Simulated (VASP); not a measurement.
# CoH3 (Fm-3m) in VASP: a series of runs, part 2 of 2

VASP 6.6.1.

### 5 Relaxation of cell and atoms, PBE, collinear spin, ferromagnetic start

INCAR

```
SYSTEM = CoH3
PREC = Accurate ; ENCUT = 600
EDIFF = 1E-6 ; ISMEAR = 0
SIGMA = 0.1 ; LREAL = .False.
LASPH = .True. ; NELM = 150
ALGO = Normal ; ISIF = 3
LWAVE = .False. ; LCHARG = .False.
ISPIN = 2 ; MAGMOM = 3 0 0 0
LORBIT = 11 ; LMAXMIX = 4
GGA = PE ; IBRION = 2
NSW = 90 ; EDIFFG = -0.04
```

KPOINTS

```
Automatic mesh
0
Gamma
  6 6 6
  0 0 0
```

POSCAR

```
CoH3
1.0
    0.0000000000      2.4128523100      2.4128523100
    2.4128523100      0.0000000000      2.4128523100
    2.4128523100      2.4128523100      0.0000000000
Co H
1 3
Direct
    0.0000000000      0.0000000000      0.0000000000
    0.2500000000      0.2500000000      0.2500000000
    0.7500000000      0.7500000000      0.7500000000
    0.5000000000      0.5000000000      0.5000000000
```

Potentials or basis: VASP PAW PBE potentials, release 64 (Co, H).

Launch:

```console
cat potpaw_PBE.64/Co/POTCAR potpaw_PBE.64/H/POTCAR > POTCAR
mpirun -np 1 vasp_std > vasp.out
```

OUTCAR:

```text
SYSTEM = CoH3
   PREC = Accurate
   ENCUT = 600
   EDIFF = 1E-6
   ISMEAR = 0
   LREAL = .False.
   LASPH = .True.
   NELM = 150
   ISIF = 3
   ISPIN = 2
   LORBIT = 11
   GGA = PE
   IBRION = 2
   NSW = 90
   EDIFFG = -0.04

 ion  position               nearest neighbor table
   1  0.000  0.000  0.000-
   2  0.250  0.250  0.250-
   3  0.750  0.750  0.750-
   4  0.500  0.500  0.500-

  LATTYP: Found a face centered cubic cell.
 ALAT       =     4.8257046200

  Lattice vectors:

 A1 = (   0.0000000000,   2.4128523100,   2.4128523100)
 A2 = (   2.4128523100,   0.0000000000,   2.4128523100)
 A3 = (   2.4128523100,   2.4128523100,   0.0000000000)

Analysis of symmetry for initial positions (statically):
=====================================================================
 Subroutine PRICEL returns:
 Original cell was already a primitive cell.

 Routine SETGRP: Setting up the symmetry group for a
 face centered cubic supercell.

 Subroutine GETGRP returns: Found 48 space group operations
 (whereof 48 operations were pure point group operations)
 out of a pool of 48 trial point group operations.

The static configuration has the point symmetry O_h .

Analysis of symmetry for dynamics (positions and initial velocities):
=====================================================================
 Subroutine PRICEL returns:
[... 180 lines left out ...]
 k-point     1 :       0.0000    0.0000    0.0000
  band No.  band energies     occupation
      1      -6.5822      1.00000
      2       2.5588      1.00000
      3       2.5588      1.00000
      4       2.5588      1.00000
      5       3.0722      1.00000
      6       3.0722      1.00000
      7       4.9973      0.00000
      8       7.1901      0.00000
      9      15.5114      0.00000
     10      15.5114      0.00000
     11      15.5114      0.00000
[... 626 lines left out ...]
 number of electron      12.0000002 magnetization      -0.0000001

 number of electron      12.0000002 magnetization       0.0000000

 Free energy of the ion-electron system (eV)
  ---------------------------------------------------
  ext. energy  EPLUGINS =         0.00000000
  ---------------------------------------------------
  free energy    TOTEN  =       -15.28719948 eV

  energy without entropy =      -15.28719946  energy(sigma->0) =      -15.28719947

 E-fermi :   8.9832     XC(G=0): -12.7145

 val. band max:        8.6208339815   @ k =  -0.3333   0.3333   0.0000
 cond. band min:       9.3525282446   @ k =  -0.3333   0.3333   0.0000
 fundamental gap:      0.7316942631
 Fermi energy:         8.9832454683

 spin component 1

 k-point     1 :       0.0000    0.0000    0.0000
  band No.  band energies     occupation
      1      -6.0528      1.00000
      2       6.3303      1.00000
      3       6.3303      1.00000
      4       6.3303      1.00000
      5       7.3655      1.00000
      6       7.3655      1.00000
      7      10.2260      0.00000
      8      13.9471      0.00000
      9      23.3632      0.00000
     10      23.3632      0.00000
     11      23.3632      0.00000
[... 498 lines left out ...]
  FREE ENERGIE OF THE ION-ELECTRON SYSTEM (eV)
  ---------------------------------------------------
  free  energy   TOTEN  =       -15.2871994789 eV

  energy  without entropy=      -15.2871994605  energy(sigma->0) =      -15.28719947

 reached required accuracy - stopping structural energy minimisation

 total charge

# of ion       s       p       d       tot
------------------------------------------
    1        0.308   0.476   7.647   8.430
    2        0.501   0.032   0.000   0.534
    3        0.501   0.032   0.000   0.534
    4        0.401   0.028   0.000   0.428
--------------------------------------------------
tot          1.711   0.568   7.647   9.926

 magnetization (x)

# of ion       s       p       d       tot
------------------------------------------
    1        0.000   0.000  -0.000  -0.000
    2        0.000   0.000   0.000   0.000
    3        0.000   0.000   0.000   0.000
    4        0.000   0.000   0.000   0.000
--------------------------------------------------
tot          0.000   0.000  -0.000  -0.000
```

OSZICAR:

```text
N       E                     dE             d eps       ncg     rms          rms(c)
DAV:   1     0.389407832064E+02    0.38941E+02   -0.56761E+03   776   0.110E+03
[... 63 lines left out ...]
DAV:   1    -0.153269531406E+02   -0.42622E-01   -0.63899E-01   848   0.126E+01    0.167E+00
DAV:   2    -0.153187861830E+02    0.81670E-02   -0.82485E-01   880   0.119E+01    0.111E+00
DAV:   3    -0.152885292040E+02    0.30257E-01   -0.21503E-01   872   0.625E+00    0.306E-01
DAV:   4    -0.152871949145E+02    0.13343E-02   -0.19472E-03   976   0.435E-01    0.264E-02
DAV:   5    -0.152871968502E+02   -0.19357E-05   -0.36557E-05   904   0.680E-02    0.149E-02
DAV:   6    -0.152871993651E+02   -0.25149E-05   -0.73662E-07   488   0.108E-02    0.114E-03
DAV:   7    -0.152871994789E+02   -0.11384E-06   -0.69255E-08   384   0.255E-03
   5 F= -.15287199E+02 E0= -.15287199E+02  d E =-.153778E+01  mag=    -0.0000
```

CONTCAR:

```text
CoH3
   1.00000000000000
     0.0000000000000000    2.0826418652011141    2.0826418652011141
     2.0826418652011141   -0.0000000000000000    2.0826418652011141
     2.0826418652011141    2.0826418652011141   -0.0000000000000000
  Co              H
     1     3
Direct
     0.0000000000000000    0.0000000000000000    0.0000000000000000
     0.2500000000000000    0.2500000000000000    0.2500000000000000
     0.7500000000000000    0.7500000000000000    0.7500000000000000
     0.5000000000000000    0.5000000000000000    0.5000000000000000

  0.00000000E+00  0.00000000E+00  0.00000000E+00
  0.00000000E+00  0.00000000E+00  0.00000000E+00
  0.00000000E+00  0.00000000E+00  0.00000000E+00
  0.00000000E+00  0.00000000E+00  0.00000000E+00
```

Wall time 40 s (1 thread of Intel Xeon 6975P-C (Granite Rapids), shared host); peak memory 0.18 GiB.

What came out:

- Free energy: -15.2872 eV
- Relaxed volume: 4.52 Å³/atom
- Relaxed cell: a = 2.945 Å, b = 2.945 Å, c = 2.945 Å, α = 60.00°, β = 60.00°, γ = 60.00°
- Space group after relaxing (to 0.1 Å): Fm-3m (No. 225)
- Energy gained by relaxing: 384.4 meV/atom
- Ionic steps: 5
- Pressure after relaxing: -0.2 GPa
- Band gap on the k mesh: 0.73 eV
- Net moment: 0.00 μB per cell
- Valence electrons inside the program's atomic spheres: Co 8.43; H 0.53, 0.43 (each value once)

The path:
```
step  energy change (eV)  largest force (eV/Å)  pressure (GPa)  volume (Å³)
   1              0.0000                0.0000          -33.73        28.09
   2             -1.0941                0.0000          -26.51        22.50
   3             -1.5111                0.0000           -8.68        18.99
   4             -1.5349                0.0000            3.18        17.76
   5             -1.5378                0.0000           -0.18        18.07
```

Final structure:
```xyz
4
Lattice="0.0000 2.0826 2.0826 2.0826 0.0000 2.0826 2.0826 2.0826 0.0000" Properties=species:S:1:pos:R:3 pbc="T T T"
Co    0.0000    0.0000    0.0000
H     1.0413    1.0413    1.0413
H     3.1240    3.1240    3.1240
H     2.0826    2.0826    2.0826
```

Levels at points of the mesh, in eV from the valence-band top:
Spin up:
```tsv
k point	band 4	band 5	band 6	band 7	band 8	band 9
(0.00, 0.00, 0.00)	-2.29	-1.26	-1.26	1.61	5.33	14.74
(0.50, 0.00, 0.00)	-2.32	-0.79	-0.79	0.92	1.66	12.05
(0.50, 0.50, 0.00)	-0.74	-0.69	-0.69	1.70	4.88	5.56
```
Spin down:
```csv
k point,band 4,band 5,band 6,band 7,band 8,band 9
"(0.00, 0.00, 0.00)",-2.29,-1.26,-1.26,1.61,5.33,14.74
"(0.50, 0.00, 0.00)",-2.32,-0.79,-0.79,0.92,1.66,12.05
"(0.50, 0.50, 0.00)",-0.74,-0.69,-0.69,1.70,4.88,5.56
```

Caveat: the volume moved by over 15 % at a fixed basis, so the end points are rough; the moments typed at the start vanished in this run. A k mesh can miss the band edges.

### 6 Relaxation of cell and atoms, PBE

This run uses another cell than the first one, of 4.51 Å³/atom.

INCAR

```
SYSTEM = CoH3
PREC     = Accurate       ! precision mode
ENCUT    = 600            ! plane-wave cutoff, eV
EDIFF    = 1E-6           ! SCF threshold, eV
ISMEAR   = 0              ! smearing method
SIGMA    = 0.1            ! smearing width, eV
LREAL    = .False.        ! projectors in reciprocal space
LASPH    = .True.         ! aspherical terms in the spheres
NELM     = 100            ! most SCF steps
ALGO     = Normal         ! electronic algorithm
ISIF     = 3              ! what is computed and relaxed
LWAVE    = .False.        ! write WAVECAR
LCHARG   = .False.        ! write CHGCAR
GGA      = PE             ! functional
IBRION   = 2              ! ionic algorithm
NSW      = 100            ! ionic steps
EDIFFG   = -0.01          ! ionic threshold
```

KPOINTS

```
regular mesh
0
Gamma
  20 20 20
  0 0 0
```

POSCAR

```
CoH3
1.0
    0.0000000000      2.0823481189      2.0823481189
    2.0823481189      0.0000000000      2.0823481189
    2.0823481189      2.0823481189      0.0000000000
Co H
1 3
Direct
    0.0000000000      0.0000000000      0.0000000000
    0.2500000000      0.2500000000      0.2500000000
    0.7500000000      0.7500000000      0.7500000000
    0.5000000000      0.5000000000      0.5000000000
```

Potentials or basis: VASP PAW PBE potentials, release 64 (Co, H).

Launch:

```console
cat potpaw_PBE.64/Co/POTCAR potpaw_PBE.64/H/POTCAR > POTCAR
mpirun -np 1 vasp_std > vasp.out
```

It took 15 s on 1 thread of Intel Xeon 6975P-C (Granite Rapids), shared host; peak memory 0.19 GiB.

The run converged. Its results:

| Item | Value |
| --- | --- |
| Free energy | -15.2793 eV |
| Pressure after relaxing | -0.1 GPa |
| Band gap on the k mesh | zero (bands 6 and 7 overlap by 0.19 eV) |

Final structure:
```yaml
crystal:
  lattice:
    - [0.00000, 2.08235, 2.08235]
    - [2.08235, 0.00000, 2.08235]
    - [2.08235, 2.08235, 0.00000]
  atoms:
    - { symbol: Co, position: [0.00000, 0.00000, 0.00000] }
    - { symbol: H, position: [0.25000, 0.25000, 0.25000] }
    - { symbol: H, position: [0.75000, 0.75000, 0.75000] }
    - { symbol: H, position: [0.50000, 0.50000, 0.50000] }
```

Levels at points of the mesh, in eV from the Fermi level:
| k point | band 3 | band 4 | band 5 | band 6 | band 7 | band 8 | band 9 | band 10 |
| --- | --- | --- | --- | --- | --- | --- | --- | --- |
| (0.00, 0.00, 0.00) | -2.75 | -2.75 | -1.72 | -1.72 | 1.15 | 4.86 | 14.28 | 14.28 |
| (0.50, 0.00, 0.00) | -2.78 | -2.78 | -1.25 | -1.25 | 0.46 | 1.20 | 11.59 | 12.30 |
| (0.50, 0.50, 0.00) | -6.94 | -1.20 | -1.15 | -1.15 | 1.24 | 4.42 | 5.10 | 5.10 |

Caveat: the relaxation stopped at its first step, so nothing moved; the run has no spin polarisation, though such a crystal can be magnetic. Spin polarisation is off, so any magnetic state and its effect on volume and gap are missing.

### 7 Overview

| task | cell | k mesh | cutoff (eV) | smearing | gap on the mesh (eV) | pressure (GPa) |
| --- | --- | --- | --- | --- | --- | --- |
| relaxation of cell and atoms | relaxed from a = 2.945 Å, angles 60.0°, 4 atoms | 12 × 12 × 12 | 600 | gaussian 0.02 eV | none | -0.2 |
| single point | a = 2.945 Å, angles 60.0°, 4 atoms | 20 × 20 × 20 | 520 | gaussian 0.1 eV | none | -0.2 |
| relaxation of cell and atoms | relaxed from a = 2.945 Å, angles 60.0°, 4 atoms | 20 × 20 × 20 | 600 | gaussian 0.1 eV | none | -0.1 |

Alike in all rows: level PBE; potentials or basis VASP PAW PBE potentials, release 64 (Co, H); no spin polarisation.

Caveats: the run has no spin polarisation, though such a crystal can be magnetic; the relaxation stopped at its first step, so nothing moved (at least some runs).

Absolute energies hang on the potentials; compare differences alone.

The gap in the log of VASP goes by the Fermi energy; the results here count the filled bands.